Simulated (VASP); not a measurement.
# Mo (Immm) in VASP: notebook

Runs on Mo. Level: LDA. Tasks: single point.

All numbers are computed with VASP 6.6.1; they aren't measurements. Logs are shortened: lines on timing, memory, paths and dates and some standing lists are left out, and cuts for length are marked.

## Step 1: The cell of the first run

Symmetry: Immm, No. 71, orthorhombic system. The conventional cell has a = 2.474 Å, b = 3.407 Å, c = 3.454 Å, α = 90.00°, β = 90.00°, γ = 90.00°. Mo (site symmetry mmm) has 14 Mo at 2.47 to 3.45 Å within 3.5 Å.

## Step 2: Single point, LDA

The input, INCAR:

```
  ALGO = Fast
  EDIFF = 1E-6
  ENCUT = 520
  GGA = CA
  ISIF = 2
  ISMEAR = 0
  LASPH = True
  LCHARG = True
  LELF = True
  LREAL = False
  LVHAR = True
  LWAVE = False
  NBANDS = 13
  NELM = 80
  PREC = Accurate
  SIGMA = 0.15
```

The input, KPOINTS:

```
k-points
0
Gamma
  20 20 20
```

The input, POSCAR:

```
Mo
1.0
   -1.2367687023      1.7034738730      1.7268091316
    1.2367687023     -1.7034738730      1.7268091316
    1.2367687023      1.7034738730     -1.7268091316
Mo
1
Direct
    0.0000000000      0.0000000000      0.0000000000
```

Potentials or basis: VASP PAW LDA potentials, release 64 (Mo_sv).

Run with:

```
$ cat potpaw_LDA.64/Mo_sv/POTCAR > POTCAR
$ mpirun -np 1 vasp_std > vasp.out
```

OUTCAR:

```text
EDIFF = 1E-6
   ENCUT = 520
   GGA = CA
   ISIF = 2
   ISMEAR = 0
   LASPH = True
   LREAL = False
   NELM = 80
   PREC = Accurate

 ion  position               nearest neighbor table
   1  0.000  0.000  0.000-

  LATTYP: Found a body centered orthorhombic cell.
 ALAT       =     2.4735374046
 B/A-ratio  =     1.3773584906
 C/A-ratio  =     1.3962264152

  Lattice vectors:

 A1 = (  -1.2367687023,   1.7034738730,   1.7268091316)
 A2 = (   1.2367687023,  -1.7034738730,   1.7268091316)
 A3 = (   1.2367687023,   1.7034738730,  -1.7268091316)

Analysis of symmetry for initial positions (statically):
=====================================================================
 Subroutine PRICEL returns:
 Original cell was already a primitive cell.

 Routine SETGRP: Setting up the symmetry group for a
 body centered orthorhombic supercell.

 Subroutine GETGRP returns: Found  8 space group operations
 (whereof  8 operations were pure point group operations)
 out of a pool of  8 trial point group operations.

The static configuration has the point symmetry D_2h.

Analysis of symmetry for dynamics (positions and initial velocities):
=====================================================================
 Subroutine PRICEL returns:
 Original cell was already a primitive cell.

 Routine SETGRP: Setting up the symmetry group for a
 body centered orthorhombic supercell.

 Subroutine GETGRP returns: Found  8 space group operations
 (whereof  8 operations were pure point group operations)
 out of a pool of  8 trial point group operations.

The dynamic configuration has the point symmetry D_2h.

 Subroutine INISYM returns: Found  8 space group operations
 (whereof  8 operations are pure point group operations),
 and found     1 'primitive' translations

----------------------------------------------------------------------------------------

                                     Primitive cell

  volume of cell :      14.5522

  direct lattice vectors                    reciprocal lattice vectors
    -1.236768702  1.703473873  1.726809132     0.000000000  0.293517857  0.289551399
     1.236768702 -1.703473873  1.726809132     0.404279312  0.000000000  0.289551399
     1.236768702  1.703473873 -1.726809132     0.404279312  0.293517857  0.000000000

  length of vectors
     2.722735726  2.722735726  2.722735726     0.412301764  0.497274346  0.499594330

  position of ions in fractional coordinates (direct lattice)
     0.000000000  0.000000000  0.000000000

  ion indices of the primitive-cell ions
   primitive index   ion index
                 1           1

----------------------------------------------------------------------------------------

 KPOINTS: k-points

Automatic generation of k-mesh.
 Grid dimensions read from file:
 generate k-points for:   20   20   20

 Generating k-lattice:

  Cartesian coordinates                     Fractional coordinates (reciprocal lattice)
     0.000000000  0.014675893  0.014477570     0.050000000 -0.000000000  0.000000000
     0.020213966  0.000000000  0.014477570    -0.000000000  0.050000000  0.000000000
     0.020213966  0.014675893  0.000000000     0.000000000  0.000000000  0.050000000

  Length of vectors
     0.020615088  0.024863717  0.024979716

  Shift w.r.t. Gamma in fractional coordinates (k-lattice)
     0.000000000  0.000000000  0.000000000

 Subroutine IBZKPT returns following result:
 ===========================================

 Found   1166 irreducible k-points:

 Following reciprocal coordinates:
            Coordinates               Weight
  0.000000  0.000000  0.000000      1.000000
  0.050000 -0.000000  0.000000      4.000000
  0.100000  0.000000 -0.000000      4.000000
  0.150000 -0.000000  0.000000      4.000000
  0.200000  0.000000 -0.000000      4.000000
  0.250000 -0.000000  0.000000      4.000000
[... 16 lines left out ...]
 -0.450000  0.050000  0.000000      8.000000
 -0.400000  0.050000 -0.000000      8.000000
 [... further k-points ...]
   k-points           NKPTS =   1166   k-points in BZ     NKDIM =   1166   number of bands    NBANDS=     13
   number of dos      NEDOS =    301   number of ions     NIONS =      1
   total plane-waves  NPLWV =   8000
   dimension x,y,z NGX =    20 NGY =   20 NGZ =   20
   dimension x,y,z NGXF=    40 NGYF=   40 NGZF=   40
   ions per type =               1
   NGX,Y,Z   is equivalent  to a cutoff of  12.21, 12.21, 12.21 a.u.
   NGXF,Y,Z  is equivalent  to a cutoff of  24.42, 24.42, 24.42 a.u.
 SYSTEM =  unknown system
   PREC   = accura    normal or accurate (medium, high low for compatibility)
   ISTART =      0    job   : 0-new  1-cont  2-samecut
   ICHARG =      2    charge: 1-file 2-atom 10-const
   ISPIN  =      1    spin polarized calculation?
   LNONCOLLINEAR =      F non collinear calculations
   LSORBIT =      F    spin-orbit coupling
   LASPH  =      T    aspherical Exc in radial PAW
   ENCUT  =  520.0 eV  38.22 Ry    6.18 a.u.   5.06  5.06  5.06*2*pi/ulx,y,z
   NELM   =     80;   NELMIN=  2; NELMDL= -5     # of ELM steps
   EDIFF  = 0.1E-05   stopping-criterion for ELM
   LREAL  =      F    real-space projection
   EDIFFG = 0.1E-04   stopping-criterion for IOM
   NSW    =      0    number of steps for IOM
   IBRION =     -1    ionic relax: 0-MD 1-quasi-New 2-CG
   NFREE  =      0    steps in history (QN), initial steepest desc. (CG)
   ISIF   =      2    stress and relaxation
   ISYM   =      2    0-nonsym 1-usesym 2-fastsym
   POTIM  = 0.5000    time-step for ionic-motion
   TEBEG  =    0.0;   TEEND  =   0.0 temperature during run
   PSTRESS=    0.0 pullay stress
   NELECT =      14.0000    total number of electrons
   NUPDOWN=      -1.0000    fix difference up-down
   EMIN   =  10.00;   EMAX   =-10.00  energy-range for DOS
   EFERMI =   0.00;   METHOD = LEGACY
   ISMEAR =     0;   SIGMA  =   0.15  broadening in eV -4-tet -1-fermi 0-gaus
   EFERMI_NEDOS =   21; number of points for ismear=-14 and -15
   IALGO  =     68    algorithm
   IMIX   =      4    mixing-type and parameters
     AMIX     =   0.40;   BMIX     =  1.00
     AMIX_MAG =   1.60;   BMIX_MAG =  1.00
  volume/ion in A,a.u.               =      14.55        98.20
  Fermi-wavevector in a.u.,A,eV,Ry     =   1.616124  3.054032 35.536480  2.611858
  Thomas-Fermi vector in A             =   2.710761
   LORBIT       =      0    0 simple, 1 ext, 2 COOP (PROOUT), +10 PAW based schemes
   GGA     = CA    functional components
   LHFCALC =     F    Hartree Fock is set to
   AEXX    =    0.0000 exact exchange contribution
   IVDW    =     0    specifies the selected vdW correction
   LEPSILON=     F    determine dielectric tensor
   LRPA    =     F    only Hartree local field effects (RPA)
 non-spin polarized calculation
 RMM-DIIS sequential band-by-band and
 Gauss-broadening in eV      SIGMA  =   0.15
  energy-cutoff  :      520.00
  volume of cell :       14.55
 maximum number of plane-waves:       405
   NGX = 11   NGY = 11   NGZ = 11

 number of electron      13.9999997 magnetization

 Free energy of the ion-electron system (eV)
  ---------------------------------------------------
  ext. energy  EPLUGINS =         0.00000000
  ---------------------------------------------------
  free energy    TOTEN  =       -11.49011573 eV

  energy without entropy =      -11.48259813  energy(sigma->0) =      -11.48635693

 E-fermi :  13.6881     XC(G=0): -13.9510

 val. band max:       13.6842897731   @ k =  -0.4000   0.3000   0.0500
 cond. band min:      13.6941689671   @ k =   0.0500   0.3000   0.0000
 fundamental gap:      0.0098791940
 Fermi energy:        13.6881150345

 k-point     1 :       0.0000    0.0000    0.0000
  band No.  band energies     occupation
      1     -47.2911      2.00000
      2     -20.6790      2.00000
      3     -20.6647      2.00000
      4     -19.9296      2.00000
      5       6.3053      2.00000
      6       9.9148      2.00000
      7      11.6632      2.00000
      8      14.8288      0.00000
      9      14.9168      0.00000
     10      17.0161      0.00000
     11      27.3627      0.00000
     12      27.5648      0.00000
     13      35.2324      0.00000

 k-point     2 :       0.0500   -0.0000    0.0000
  band No.  band energies     occupation
      1     -47.2850      2.00000
      2     -20.7160      2.00000
      3     -20.6676      2.00000
      4     -19.9356      2.00000
      5       6.4037      2.00000
      6       9.9620      2.00000
      7      11.6198      2.00000
      8      14.8311      0.00000
      9      14.9637      0.00000
     10      16.9321      0.00000
     11      27.4634      0.00000
     12      27.6554      0.00000
     13      35.3617      0.00000

 k-point     3 :       0.1000    0.0000   -0.0000
  band No.  band energies     occupation
      1     -47.2674      2.00000
      2     -20.8391      2.00000
      3     -20.6593      2.00000
      4     -19.9528      2.00000
      5       6.6835      2.00000
      6      10.1039      2.00000
      7      11.5056      2.00000
      8      14.7682      0.00000
      9      15.1744      0.00000
     10      16.6991      0.00000
     11      27.6868      0.00000
     12      27.8957      0.00000
     13      35.7450      0.00000
[... 305 lines left out ...]
 k-point    23 :      -0.4500    0.0500    0.0000
  band No.  band energies     occupation
      1     -47.0414      2.00000
      2     -22.1997      2.00000
      3     -20.5627      2.00000
      4     -20.2154      2.00000
      5       8.5088      2.00000
      6      11.6187      2.00000
      7      13.3395      1.99899
      8      13.8203      0.21255
      9      14.7978      0.00000
     10      18.6846      0.00000
     11      24.6275      0.00000
     12      28.0860      0.00000
     13      32.0910      0.00000

 k-point    24 :      -0.4000    0.0500   -0.0000
  band No.  band energies     occupation
      1     -47.0650      2.00000
      2     -22.0613      2.00000
      3     -20.5747      2.00000
      4     -20.1932      2.00000
      5       8.5126      2.00000
      6      11.4145      2.00000
      7      12.8951      2.00000
      8      13.8829      0.06631
      9      14.9118      0.00000
     10      18.1969      0.00000
     11      25.1046      0.00000
     12      28.2816      0.00000
     13      33.1517      0.00000

 [... further k-points ...]
[... 5 lines left out ...]
  --------------------------------------------------------------------------------------
  -------------------------------------------------------------------------------------
  Total        4.7205017      0.9925988      1.1117959     -0.0000000      0.0000000      0.0000000
  in kB      519.7212196    109.2838664    122.4073066     -0.0000000      0.0000000      0.0000000
  external PRESSURE =     250.4707975 kB  Pullay stress =       0.0000000 kB

 VOLUME and BASIS-vectors are now :
 -----------------------------------------------------------------------------
  energy-cutoff  :      520.00
  volume of cell :       14.55
      direct lattice vectors                 reciprocal lattice vectors
    -1.236768702  1.703473873  1.726809132     0.000000000  0.293517857  0.289551399
     1.236768702 -1.703473873  1.726809132     0.404279312  0.000000000  0.289551399
     1.236768702  1.703473873 -1.726809132     0.404279312  0.293517857  0.000000000

 POSITION                                       TOTAL-FORCE (eV/Angst)
 -----------------------------------------------------------------------------------
      0.00000      0.00000      0.00000        -0.000000      0.000000      0.000000
 -----------------------------------------------------------------------------------
    total drift:                                0.000000     -0.000000      0.000000

  FREE ENERGIE OF THE ION-ELECTRON SYSTEM (eV)
  ---------------------------------------------------
  free  energy   TOTEN  =       -11.4901157329 eV

  energy  without entropy=      -11.4825981267  energy(sigma->0) =      -11.48635693
```

Wall time 72 s (1 thread of AMD EPYC 9R45 (Zen 5), shared host); peak memory 0.26 GiB.

Results:

| Item | Value |
| --- | --- |
| Free energy | -11.4901 eV |
| Pressure | 25.0 GPa |
| Band gap on the k mesh | zero (bands 7 and 8 overlap by 6.52 eV) |

Caveat: the cell differs from its parent crystal (strain +e along x and -e along y -0.1500, strain +e along z and -e/2 along x and y +0.1100); the cell stands under pressure.

## Step 3: Single point, LDA

The input, INCAR:

```
SYSTEM = Mo
ALGO     = Fast           ! electronic algorithm
EDIFF    = 1E-7           ! SCF threshold, eV
ENCUT    = 520            ! plane-wave cutoff, eV
GGA      = CA             ! functional
ISIF     = 2              ! what is computed and relaxed
ISMEAR   = 0              ! smearing method
LASPH    = .TRUE.         ! aspherical terms in the spheres
LCHARG   = .FALSE.        ! write CHGCAR
LREAL    = .FALSE.        ! projectors in reciprocal space
LWAVE    = .FALSE.        ! write WAVECAR
NBANDS   = 13             ! bands
NELM     = 80             ! most SCF steps
PREC     = Accurate       ! precision mode
SIGMA    = 0.15           ! smearing width, eV
```

The input, KPOINTS:

```
k-points
0
G
  20 20 20
  0 0 0
```

The input, POSCAR:

```
Mo
1.0
   -1.4078939316      1.8745991023      1.3845586730
    1.4078939316     -1.8745991023      1.3845586730
    1.4078939316      1.8745991023     -1.3845586730
Mo
1
Direct
    0.0000000000      0.0000000000      0.0000000000
```

Potentials or basis: VASP PAW LDA potentials, release 64 (Mo_sv).

Run with:

```
$ cat potpaw_LDA.64/Mo_sv/POTCAR > POTCAR
$ mpirun -np 1 vasp_std > vasp.out
```

OUTCAR:

```text
SYSTEM = Mo
   EDIFF = 1E-7
   ENCUT = 520
   GGA = CA
   ISIF = 2
   ISMEAR = 0
   LASPH = .TRUE.
   LREAL = .FALSE.
   NELM = 80
   PREC = Accurate

 ion  position               nearest neighbor table
   1  0.000  0.000  0.000-

  LATTYP: Found a body centered orthorhombic cell.
 ALAT       =     2.7691173460
 B/A-ratio  =     1.0168539326
 C/A-ratio  =     1.3539325843

  Lattice vectors:

 A1 = (   1.4078939316,  -1.8745991023,   1.3845586730)
 A2 = (  -1.4078939316,  -1.8745991023,  -1.3845586730)
 A3 = (   1.4078939316,   1.8745991023,  -1.3845586730)

Analysis of symmetry for initial positions (statically):
=====================================================================
 Subroutine PRICEL returns:
 Original cell was already a primitive cell.

 Routine SETGRP: Setting up the symmetry group for a
 body centered orthorhombic supercell.

 Subroutine GETGRP returns: Found  8 space group operations
 (whereof  8 operations were pure point group operations)
 out of a pool of  8 trial point group operations.

The static configuration has the point symmetry D_2h.

[... 162 lines left out ...]
 cond. band min:      13.1827299625   @ k =  -0.2500   0.1500   0.0500
 fundamental gap:      0.0003104890
 Fermi energy:        13.1825323175

 k-point     1 :       0.0000    0.0000    0.0000
  band No.  band energies     occupation
      1     -47.2312      2.00000
      2     -20.5538      2.00000
      3     -20.4985      2.00000
      4     -20.4921      2.00000
      5       6.1559      2.00000
      6      11.9095      2.00000
      7      12.2004      2.00000
      8      12.7107      1.99999
      9      14.8056      0.00000
     10      15.7292      0.00000
     11      26.3119      0.00000
     12      31.0803      0.00000
     13      31.5046      0.00000
[... 354 lines left out ...]
  band No.  band energies     occupation
      1     -46.9408      2.00000
      2     -22.0053      2.00000
      3     -20.8304      2.00000
      4     -20.6510      2.00000
      5       8.3149      2.00000
      6      11.7389      2.00000
      7      12.7980      1.99971
      8      13.3210      0.19169
      9      16.3782      0.00000
     10      17.3443      0.00000
     11      25.7093      0.00000
     12      29.0863      0.00000
     13      34.1640      0.00000

 [... further k-points ...]
[... 5 lines left out ...]
  --------------------------------------------------------------------------------------
  -------------------------------------------------------------------------------------
  Total        1.5872508      0.5650183      1.6337067      0.0000000      0.0000000      0.0000000
  in kB      173.9828474     61.9331864    179.0750028      0.0000000      0.0000000      0.0000000
  external PRESSURE =     138.3303455 kB  Pullay stress =       0.0000000 kB

 VOLUME and BASIS-vectors are now :
 -----------------------------------------------------------------------------
  energy-cutoff  :      520.00
  volume of cell :       14.62
      direct lattice vectors                 reciprocal lattice vectors
    -1.407893932  1.874599102  1.384558673     0.000000000  0.266723695  0.361125902
     1.407893932 -1.874599102  1.384558673     0.355140390  0.000000000  0.361125902
     1.407893932  1.874599102 -1.384558673     0.355140390  0.266723695  0.000000000

 POSITION                                       TOTAL-FORCE (eV/Angst)
 -----------------------------------------------------------------------------------
      0.00000      0.00000      0.00000         0.000000     -0.000000     -0.000000
 -----------------------------------------------------------------------------------
    total drift:                                0.000000     -0.000000     -0.000000

  FREE ENERGIE OF THE ION-ELECTRON SYSTEM (eV)
  ---------------------------------------------------
  free  energy   TOTEN  =       -11.6960042579 eV

  energy  without entropy=      -11.6835417365  energy(sigma->0) =      -11.68977300
```

OSZICAR:

```text
N       E                     dE             d eps       ncg     rms          rms(c)
DAV:   1     0.966695811667E+02    0.96670E+02   -0.79407E+03 30435   0.112E+03
DAV:   2    -0.110673668974E+02   -0.10774E+03   -0.10385E+03 33491   0.323E+02
DAV:   3    -0.122998640970E+02   -0.12325E+01   -0.12285E+01 33921   0.355E+01
DAV:   4    -0.123028528781E+02   -0.29888E-02   -0.29887E-02 33996   0.206E+00
DAV:   5    -0.123028724539E+02   -0.19576E-04   -0.19576E-04 34381   0.151E-01    0.175E+01
RMM:   6    -0.117814396994E+02    0.52143E+00   -0.57243E-01 30337   0.731E+00    0.531E+00
RMM:   7    -0.117007615624E+02    0.80678E-01   -0.15516E-01 31252   0.365E+00    0.739E-01
RMM:   8    -0.116959953366E+02    0.47662E-02   -0.89915E-03 34555   0.110E+00    0.113E-01
RMM:   9    -0.116959887772E+02    0.65594E-05   -0.97475E-04 34696   0.339E-01    0.762E-02
RMM:  10    -0.116960061308E+02   -0.17354E-04   -0.10646E-04 34976   0.117E-01    0.311E-02
RMM:  11    -0.116960037115E+02    0.24193E-05   -0.41926E-05 34764   0.704E-02    0.472E-03
RMM:  12    -0.116960041245E+02   -0.41299E-06   -0.57016E-06 35411   0.278E-02    0.113E-03
RMM:  13    -0.116960042792E+02   -0.15478E-06   -0.14751E-06 32371   0.123E-02    0.198E-03
RMM:  14    -0.116960042579E+02    0.21357E-07   -0.32734E-07 24401   0.660E-03
   1 F= -.11696004E+02 E0= -.11689773E+02  d E =-.124625E-01
```

stdout:

```text
POSCAR found type information on POSCAR Mo
 POSCAR found :  1 types and       1 ions
 scaLAPACK will be used
 LDA part: xc-table for (Slater(with rela. corr.)+CA(PZ))
 , standard interpolation
 POSCAR, INCAR and KPOINTS ok, starting setup
 FFT: planning ... GRIDC
 FFT: planning ... GRID_SOFT
 FFT: planning ... GRID
 WAVECAR not read
 entering main loop
WARNING in EDDRMM: call to ZHEGV failed, returncode =   6  3     13
WARNING in EDDRMM: call to ZHEGV failed, returncode =   8  4     13
```

Run time: 82 s. Hardware: 1 thread of AMD EPYC 9R45 (Zen 5), shared host; peak memory 0.27 GiB.

Results:

```
Free energy            : -11.6960 eV
Pressure               : 13.8 GPa
Band gap on the k mesh : zero (bands 7 and 8 overlap by 5.15 eV)
```

Caveat: the cell differs from its parent crystal (strain +e along x and -e along y -0.1500, strain +e along z and -e/2 along x and y -0.1100); the cell stands under pressure.

[end of part 1 of 2]
